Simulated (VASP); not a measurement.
# CdS (Hawleyite) (F-43m) in VASP: a series of runs, part 2 of 2

VASP 6.6.1.

## 5. Relaxation of the atoms, PBE (volume scaled by 1.06)

Contents of INCAR:

```
  PREC = Accurate
  ENCUT = 520
  EDIFF = 1E-7
  ISMEAR = -1
  SIGMA = 0.02
  LREAL = F
  LASPH = T
  NELM = 80
  ALGO = Normal
  ISIF = 2
  LWAVE = F
  LCHARG = F
  GGA = PE
  IBRION = 2
  NSW = 80
  EDIFFG = -0.02
```

Contents of KPOINTS:

```
regular mesh
0
Gamma
  13 13 13
```

Contents of POSCAR:

```
CdS
1.0
    0.0000000000      2.9737007966      2.9737007966
    2.9737007966      0.0000000000      2.9737007966
    2.9737007966      2.9737007966      0.0000000000
Cd S
1 1
Direct
    0.0000000000      0.0000000000      0.0000000000
    0.2500000000      0.2500000000      0.2500000000
```

Potentials or basis: VASP PAW PBE potentials, release 64 (Cd, S).

Started as:

```sh
$ cat potpaw_PBE.64/Cd/POTCAR potpaw_PBE.64/S/POTCAR > POTCAR
$ mpirun -np 1 vasp_std > vasp.out
```

OUTCAR:

```text
PREC = Accurate
   ENCUT = 520
   EDIFF = 1E-7
   ISMEAR = -1
   LREAL = F
   LASPH = T
   NELM = 80
   ISIF = 2
   GGA = PE
   IBRION = 2
   NSW = 80
   EDIFFG = -0.02

 ion  position               nearest neighbor table
   1  0.000  0.000  0.000-   2 2.58   2 2.58   2 2.58   2 2.58
   2  0.250  0.250  0.250-   1 2.58   1 2.58   1 2.58   1 2.58

  LATTYP: Found a face centered cubic cell.
 ALAT       =     5.9474015932

  Lattice vectors:

 A1 = (   0.0000000000,   2.9737007966,   2.9737007966)
 A2 = (   2.9737007966,   0.0000000000,   2.9737007966)
 A3 = (   2.9737007966,   2.9737007966,   0.0000000000)

Analysis of symmetry for initial positions (statically):
=====================================================================
 Subroutine PRICEL returns:
 Original cell was already a primitive cell.

 Routine SETGRP: Setting up the symmetry group for a
 face centered cubic supercell.

 Subroutine GETGRP returns: Found 24 space group operations
 (whereof 24 operations were pure point group operations)
 out of a pool of 48 trial point group operations.

The static configuration has the point symmetry T_d .

Analysis of symmetry for dynamics (positions and initial velocities):
=====================================================================
 Subroutine PRICEL returns:
 Original cell was already a primitive cell.

 Routine SETGRP: Setting up the symmetry group for a
 face centered cubic supercell.

 Subroutine GETGRP returns: Found 24 space group operations
 (whereof 24 operations were pure point group operations)
 out of a pool of 48 trial point group operations.

The dynamic configuration has the point symmetry T_d .

 Subroutine INISYM returns: Found 24 space group operations
 (whereof 24 operations are pure point group operations),
 and found     1 'primitive' translations

----------------------------------------------------------------------------------------

                                     Primitive cell

[... 114 lines left out ...]
   LORBIT       =      0    0 simple, 1 ext, 2 COOP (PROOUT), +10 PAW based schemes
   GGA     = PE    functional components
   LHFCALC =     F    Hartree Fock is set to
   AEXX    =    0.0000 exact exchange contribution
   IVDW    =     0    specifies the selected vdW correction
   LEPSILON=     F    determine dielectric tensor
   LRPA    =     F    only Hartree local field effects (RPA)
 conjugate gradient relaxation of ions
 non-spin polarized calculation
  energy-cutoff  :      520.00
  volume of cell :       52.59
 maximum number of plane-waves:      1431
   NGX = 15   NGY = 15   NGZ = 15

 number of electron      17.9999999 magnetization

 Free energy of the ion-electron system (eV)
  ---------------------------------------------------
  ext. energy  EPLUGINS =         0.00000000
  ---------------------------------------------------
  free energy    TOTEN  =        -6.14760126 eV

  energy without entropy =       -6.14760126  energy(sigma->0) =       -6.14760126

 E-fermi :   1.1982     XC(G=0):  -8.8799

 val. band max:        0.8332540228   @ k =   0.0000   0.0000   0.0000
 cond. band min:       1.8532343887   @ k =   0.0000   0.0000   0.0000
 fundamental gap:      1.0199803659
 Fermi energy:         1.1982067565

 k-point     1 :       0.0000    0.0000    0.0000
  band No.  band energies     occupation
      1     -11.1966      2.00000
      2      -6.7033      2.00000
      3      -6.7033      2.00000
      4      -6.7033      2.00000
      5      -6.2990      2.00000
      6      -6.2990      2.00000
      7       0.8333      2.00000
      8       0.8333      2.00000
      9       0.8333      2.00000
     10       1.8532      0.00000
     11       7.3835      0.00000
     12       7.3835      0.00000
     13       7.3835      0.00000
[... 354 lines left out ...]
  band No.  band energies     occupation
      1     -10.8163      2.00000
      2      -6.5862      2.00000
      3      -6.5590      2.00000
      4      -6.3289      2.00000
      5      -6.2601      2.00000
      6      -6.0190      2.00000
      7      -2.8401      2.00000
      8      -0.3771      2.00000
      9      -0.0902      2.00000
     10       4.4912      0.00000
     11       6.8451      0.00000
     12       8.1078      0.00000
     13       8.4302      0.00000

 [... further k-points ...]
[... 5 lines left out ...]
  --------------------------------------------------------------------------------------
  -------------------------------------------------------------------------------------
  Total       -0.0873518     -0.0873518     -0.0873518     -0.0000000      0.0000000     -0.0000000
  in kB       -2.6610952     -2.6610952     -2.6610952     -0.0000000      0.0000000     -0.0000000
  external PRESSURE =      -2.6610952 kB  Pullay stress =       0.0000000 kB

 VOLUME and BASIS-vectors are now :
 -----------------------------------------------------------------------------
  energy-cutoff  :      520.00
  volume of cell :       52.59
      direct lattice vectors                 reciprocal lattice vectors
     0.000000000  2.973700797  2.973700797    -0.168140655  0.168140655  0.168140655
     2.973700797  0.000000000  2.973700797     0.168140655 -0.168140655  0.168140655
     2.973700797  2.973700797  0.000000000     0.168140655  0.168140655 -0.168140655

 POSITION                                       TOTAL-FORCE (eV/Angst)
 -----------------------------------------------------------------------------------
      0.00000      0.00000      0.00000        -0.000000     -0.000000      0.000000
      1.48685      1.48685      1.48685         0.000000      0.000000     -0.000000
 -----------------------------------------------------------------------------------
    total drift:                               -0.000000     -0.000000     -0.000000

  FREE ENERGIE OF THE ION-ELECTRON SYSTEM (eV)
  ---------------------------------------------------
  free  energy   TOTEN  =        -6.1476012637 eV

  energy  without entropy=       -6.1476012637  energy(sigma->0) =       -6.14760126

 reached required accuracy - stopping structural energy minimisation
```

OSZICAR:

```text
N       E                     dE             d eps       ncg     rms          rms(c)
DAV:   1     0.112069982739E+03    0.11207E+03   -0.91997E+03  2200   0.126E+03
DAV:   2    -0.146695904485E+01   -0.11354E+03   -0.10859E+03  2489   0.296E+02
DAV:   3    -0.666248484633E+01   -0.51955E+01   -0.51809E+01  2614   0.656E+01
DAV:   4    -0.670236519759E+01   -0.39880E-01   -0.39875E-01  2474   0.574E+00
DAV:   5    -0.670296788338E+01   -0.60269E-03   -0.60268E-03  2614   0.687E-01    0.717E+00
DAV:   6    -0.616416376143E+01    0.53880E+00   -0.10822E+00  3031   0.137E+01    0.583E+00
DAV:   7    -0.614736082803E+01    0.16803E-01   -0.19698E-01  2279   0.356E+00    0.300E+00
DAV:   8    -0.614751789818E+01   -0.15707E-03   -0.18249E-02  2364   0.201E+00    0.261E-01
DAV:   9    -0.614735059818E+01    0.16730E-03   -0.24961E-03  2549   0.799E-01    0.681E-02
DAV:  10    -0.614752352982E+01   -0.17293E-03   -0.29698E-04  2279   0.171E-01    0.836E-02
DAV:  11    -0.614761464750E+01   -0.91118E-04   -0.15309E-04  2237   0.130E-01    0.193E-02
DAV:  12    -0.614760018133E+01    0.14466E-04   -0.47996E-05  2889   0.101E-01    0.827E-03
DAV:  13    -0.614760127405E+01   -0.10927E-05   -0.41642E-06  2224   0.148E-02    0.423E-03
DAV:  14    -0.614760126368E+01    0.10371E-07   -0.26984E-07  2333   0.382E-03
   1 F= -.61476013E+01 E0= -.61476013E+01  d E =-.614760E+01
```

Wall time 95 s (1 thread of AMD EPYC 7R13, shared host); peak memory 0.18 GiB.

Results:

- Free energy: -6.1476 eV
- Pressure after relaxing: -0.3 GPa
- Band gap on the k mesh: 1.02 eV, direct

Final structure:
```xyz
2
Lattice="0.0000 2.9737 2.9737 2.9737 0.0000 2.9737 2.9737 2.9737 0.0000" Properties=species:S:1:pos:R:3 pbc="T T T"
Cd    0.0000    0.0000    0.0000
S     1.4868    1.4868    1.4868
```

Caveat: the relaxation stopped at its first step, so nothing moved.

## 6. Summary

| cell | gap on the mesh (eV) | pressure (GPa) |
| --- | --- | --- |
| atoms relaxed from a = 4.069 Å, angles 60.0°, 2 atoms | 1.24 | 6.2 |
| atoms relaxed from a = 4.097 Å, angles 60.0°, 2 atoms | 1.19 | 4.6 |
| atoms relaxed from a = 4.179 Å, angles 60.0°, 2 atoms | 1.06 | 0.8 |
| atoms relaxed from a = 4.205 Å, angles 60.0°, 2 atoms | 1.02 | -0.3 |

Alike in all rows: task relaxation of the atoms; level PBE; potentials or basis VASP PAW PBE potentials, release 64 (Cd, S); no spin polarisation; k mesh 13 × 13 × 13; cutoff (eV) 520; smearing fermi-dirac 0.02 eV.

Caveats: the relaxation stopped at its first step, so nothing moved.

Total energies depend on the potentials used, so only differences within one code and one set of settings carry meaning.
